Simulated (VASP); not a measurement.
# Ti4S in VASP: further runs, part 2 of 2

VASP 6.6.1.

## (4) Single point, PBE

INCAR reads:

```
ALGO = Normal
DIPOL = 0.5 0.5 0.349
EDIFF = 1E-6
ENCUT = 520
GGA = PE
IDIPOL = 3
ISIF = 2
ISMEAR = 0
LASPH = True
LCHARG = False
LDIPOL = True
LREAL = False
LWAVE = False
NBANDS = 35
NELM = 100
PREC = Accurate
SIGMA = 0.1
```

KPOINTS reads:

```
k-points
0
Gamma
  9 7 1
```

POSCAR reads:

```
Ti4S
1.0
    2.9075446931      0.0000000000      0.0000000000
    0.0000000000      4.1118891382      0.0000000000
    0.0000000000      0.0000000000     19.6535692527
Ti S
4 1
Direct
    0.5000000000      0.5000000000      0.2035253723
    0.0000000000      0.0000000000      0.2774952618
    0.5000000000      0.5000000000      0.3439484692
    0.0000000000      0.0000000000      0.4148645545
    0.3333333333      0.2000000000      0.5035409629
```

Potentials or basis: VASP PAW PBE potentials, release 64 (Ti_sv, S).

Started as:

```bash
$ cat potpaw_PBE.64/Ti_sv/POTCAR potpaw_PBE.64/S/POTCAR > POTCAR
$ mpirun -np 1 vasp_std > vasp.out
```

OUTCAR:

```text
EDIFF = 1E-6
   ENCUT = 520
   GGA = PE
   ISIF = 2
   ISMEAR = 0
   LASPH = True
   LREAL = False
   NELM = 100
   PREC = Accurate

 ion  position               nearest neighbor table
   1  0.500  0.500  0.204-   3 2.76   2 2.91   2 2.91   2 2.91   2 2.91
   2  0.000  0.000  0.277-   4 2.70   3 2.84   3 2.84   3 2.84   3 2.84   1 2.91   1 2.91   1 2.91
                             1 2.91
   3  0.500  0.500  0.344-   1 2.76   2 2.84   2 2.84   2 2.84   2 2.84   4 2.88   4 2.88   4 2.88
                             4 2.88
   4  0.000  0.000  0.415-   5 2.16   2 2.70   5 2.73   3 2.88   3 2.88   3 2.88   3 2.88
   5  0.333  0.200  0.504-   4 2.16   4 2.73

  LATTYP: Found a simple orthorhombic cell.
 ALAT       =     2.9075446931
 B/A-ratio  =     1.4142135624
 C/A-ratio  =     6.7595071881

  Lattice vectors:

 A1 = (   2.9075446931,   0.0000000000,   0.0000000000)
 A2 = (   0.0000000000,   4.1118891382,   0.0000000000)
 A3 = (   0.0000000000,   0.0000000000,  19.6535692527)

Analysis of symmetry for initial positions (statically):
=====================================================================
 Subroutine PRICEL returns:
 Original cell was already a primitive cell.

 Routine SETGRP: Setting up the symmetry group for a
 simple orthorhombic supercell.

 Subroutine GETGRP returns: Found  1 space group operations
 (whereof  1 operations were pure point group operations)
 out of a pool of  8 trial point group operations.

The static configuration has the point symmetry C_1 .

Analysis of symmetry for dynamics (positions and initial velocities):
=====================================================================
 Subroutine PRICEL returns:
 Original cell was already a primitive cell.

 Routine SETGRP: Setting up the symmetry group for a
 simple orthorhombic supercell.

 Subroutine GETGRP returns: Found  1 space group operations
 (whereof  1 operations were pure point group operations)
 out of a pool of  8 trial point group operations.

The dynamic configuration has the point symmetry C_1 .

 Subroutine INISYM returns: Found  1 space group operations
 (whereof  1 operations are pure point group operations),
 and found     1 'primitive' translations

----------------------------------------------------------------------------------------

                                     Primitive cell

  volume of cell :     234.9683

  direct lattice vectors                    reciprocal lattice vectors
     2.907544693  0.000000000  0.000000000     0.343932804  0.000000000  0.000000000
     0.000000000  4.111889138  0.000000000     0.000000000  0.243197218  0.000000000
     0.000000000  0.000000000 19.653569253     0.000000000  0.000000000  0.050881343

  length of vectors
     2.907544693  4.111889138 19.653569253     0.343932804  0.243197218  0.050881343

  position of ions in fractional coordinates (direct lattice)
     0.500000000  0.500000000  0.203525372
     0.000000000  0.000000000  0.277495262
     0.500000000  0.500000000  0.343948469
     0.000000000  0.000000000  0.414864554
     0.333333333  0.200000000  0.503540963

  ion indices of the primitive-cell ions
   primitive index   ion index
                 1           1
                 2           2
[... 54 lines left out ...]
  0.444444 -0.285714  0.000000      2.000000
  0.000000  0.428571  0.000000      2.000000
 [... further k-points ...]
   k-points           NKPTS =     32   k-points in BZ     NKDIM =     32   number of bands    NBANDS=     35
   number of dos      NEDOS =    301   number of ions     NIONS =      5
   total plane-waves  NPLWV = 115200
   dimension x,y,z NGX =    24 NGY =   32 NGZ =  150
   dimension x,y,z NGXF=    48 NGYF=   64 NGZF=  300
   ions per type =               4   1
   NGX,Y,Z   is equivalent  to a cutoff of  13.72, 12.94, 12.69 a.u.
   NGXF,Y,Z  is equivalent  to a cutoff of  27.45, 25.88, 25.38 a.u.
 SYSTEM =  unknown system
   PREC   = accura    normal or accurate (medium, high low for compatibility)
   ISTART =      0    job   : 0-new  1-cont  2-samecut
   ICHARG =      2    charge: 1-file 2-atom 10-const
   ISPIN  =      1    spin polarized calculation?
   LNONCOLLINEAR =      F non collinear calculations
   LSORBIT =      F    spin-orbit coupling
   LASPH  =      T    aspherical Exc in radial PAW
   ENCUT  =  520.0 eV  38.22 Ry    6.18 a.u.   5.41  7.65 36.54*2*pi/ulx,y,z
   NELM   =    100;   NELMIN=  2; NELMDL= -5     # of ELM steps
   EDIFF  = 0.1E-05   stopping-criterion for ELM
   LREAL  =      F    real-space projection
   EDIFFG = 0.1E-04   stopping-criterion for IOM
   NSW    =      0    number of steps for IOM
   IBRION =     -1    ionic relax: 0-MD 1-quasi-New 2-CG
   NFREE  =      0    steps in history (QN), initial steepest desc. (CG)
   ISIF   =      2    stress and relaxation
   ISYM   =      2    0-nonsym 1-usesym 2-fastsym
   POTIM  = 0.5000    time-step for ionic-motion
   TEBEG  =    0.0;   TEEND  =   0.0 temperature during run
   PSTRESS=    0.0 pullay stress
   NELECT =      54.0000    total number of electrons
   NUPDOWN=      -1.0000    fix difference up-down
   EMIN   =  10.00;   EMAX   =-10.00  energy-range for DOS
   EFERMI =   0.00;   METHOD = LEGACY
   ISMEAR =     0;   SIGMA  =   0.10  broadening in eV -4-tet -1-fermi 0-gaus
   EFERMI_NEDOS =   21; number of points for ismear=-14 and -15
   IALGO  =     38    algorithm
   IMIX   =      4    mixing-type and parameters
     AMIX     =   0.40;   BMIX     =  1.00
     AMIX_MAG =   1.60;   BMIX_MAG =  1.00
  volume/ion in A,a.u.               =      46.99       317.13
  Fermi-wavevector in a.u.,A,eV,Ry     =   1.002774  1.894968 13.681412  1.005555
  Thomas-Fermi vector in A             =   2.135283
   LORBIT       =      0    0 simple, 1 ext, 2 COOP (PROOUT), +10 PAW based schemes
   GGA     = PE    functional components
   LHFCALC =     F    Hartree Fock is set to
   AEXX    =    0.0000 exact exchange contribution
   IVDW    =     0    specifies the selected vdW correction
   LEPSILON=     F    determine dielectric tensor
   LRPA    =     F    only Hartree local field effects (RPA)
 non-spin polarized calculation
 Gauss-broadening in eV      SIGMA  =   0.10
  energy-cutoff  :      520.00
  volume of cell :      234.97
 maximum number of plane-waves:      6369
 NGX is ok and might be reduce to    24
   NGX = 11   NGY = 15   NGZ = 73

 dipolmoment           0.000000      0.000000     -0.188307 electrons x Angstroem

 number of electron      54.0000014 magnetization

 dipolmoment           0.000000      0.000000      0.146313 electrons x Angstroem

 Free energy of the ion-electron system (eV)
  ---------------------------------------------------
  ext. energy  EPLUGINS =         0.00000000
  ---------------------------------------------------
  free energy    TOTEN  =       -34.11291763 eV

  energy without entropy =      -34.08076718  energy(sigma->0) =      -34.09684241

 E-fermi :   0.1697     XC(G=0):  -5.1305

 val. band max:        0.1561688317   @ k =   0.3333   0.1429   0.0000
 cond. band min:       0.1729864926   @ k =   0.2222  -0.1429   0.0000
 fundamental gap:      0.0168176609
 Fermi energy:         0.1697053776

 k-point     1 :       0.0000    0.0000    0.0000
  band No.  band energies     occupation
      1     -56.8544      2.00000
      2     -56.6906      2.00000
      3     -56.5078      2.00000
      4     -56.3956      2.00000
      5     -33.2730      2.00000
      6     -33.1878      2.00000
[... 901 lines left out ...]
     34       1.6864      0.00000
     35       1.8718      0.00000

 [... further k-points ...]

------------------------ aborting loop because EDIFF is reached ----------------------------------------

 vacuum level on the upper side and lower side of the slab       (xc-potential included)         1.001        -1.202

  FORCE on cell =-STRESS in cart. coord.  units (eV):
  Direction    XX          YY          ZZ          XY          YZ          ZX
  --------------------------------------------------------------------------------------
  -------------------------------------------------------------------------------------
  Total        1.6852382     -1.7075003      0.2521897      0.5848453      0.9452932      2.1089963
  in kB       11.4911273    -11.6429262      1.7196053      3.9878826      6.4456670     14.3806058
  external PRESSURE =       0.5226022 kB  Pullay stress =       0.0000000 kB

 VOLUME and BASIS-vectors are now :
 -----------------------------------------------------------------------------
  energy-cutoff  :      520.00
  volume of cell :      234.97
      direct lattice vectors                 reciprocal lattice vectors
     2.907544693  0.000000000  0.000000000     0.343932804  0.000000000  0.000000000
     0.000000000  4.111889138  0.000000000     0.000000000  0.243197218  0.000000000
     0.000000000  0.000000000 19.653569253     0.000000000  0.000000000  0.050881343

 POSITION                                       TOTAL-FORCE (eV/Angst)
 -----------------------------------------------------------------------------------
      1.45377      2.05594      4.00000        -0.040434      0.035805      0.350028
      0.00000      0.00000      5.45377         0.026987     -0.086439     -0.306402
      1.45377      2.05594      6.75982        -0.070955     -0.205582     -0.647121
      0.00000      0.00000      8.15357        -1.014311     -0.073089      0.604758
      0.96918      0.82238      9.89638         1.098713      0.329304     -0.001262
 -----------------------------------------------------------------------------------
    total drift:                               -0.000003     -0.000129      0.001259

  FREE ENERGIE OF THE ION-ELECTRON SYSTEM (eV)
  ---------------------------------------------------
  free  energy   TOTEN  =       -34.1129176319 eV

  energy  without entropy=      -34.0807671839  energy(sigma->0) =      -34.09684241

 vacuum level on the upper side and lower side of the slab         5.611         3.348
```

stdout:

```text
POSCAR found type information on POSCAR TiS
 POSCAR found :  2 types and       5 ions
 scaLAPACK will be used
 LDA part: xc-table for (Slater+PW92), standard interpolation
 POSCAR, INCAR and KPOINTS ok, starting setup
 FFT: planning ... GRIDC
 FFT: planning ... GRID_SOFT
 FFT: planning ... GRID
 WAVECAR not read
 entering main loop
```

Run time: 4.5 min. Hardware: 1 thread of Intel Xeon 6975P-C (Granite Rapids), shared host; peak memory 0.44 GiB.

Results:

```
Free energy            : -34.1129 eV
Largest force          : 1.183 eV/Å
Band gap on the k mesh : zero (band 27 reaches 0.66 eV, above the bottom of band 28 at -0.07 eV)
```

Forces on the atoms (eV/Å):
```
Ti  -0.040  0.036  0.350
Ti   0.027 -0.086 -0.306
Ti  -0.071 -0.206 -0.647
Ti  -1.014 -0.073  0.605
S    1.099  0.329 -0.001
```
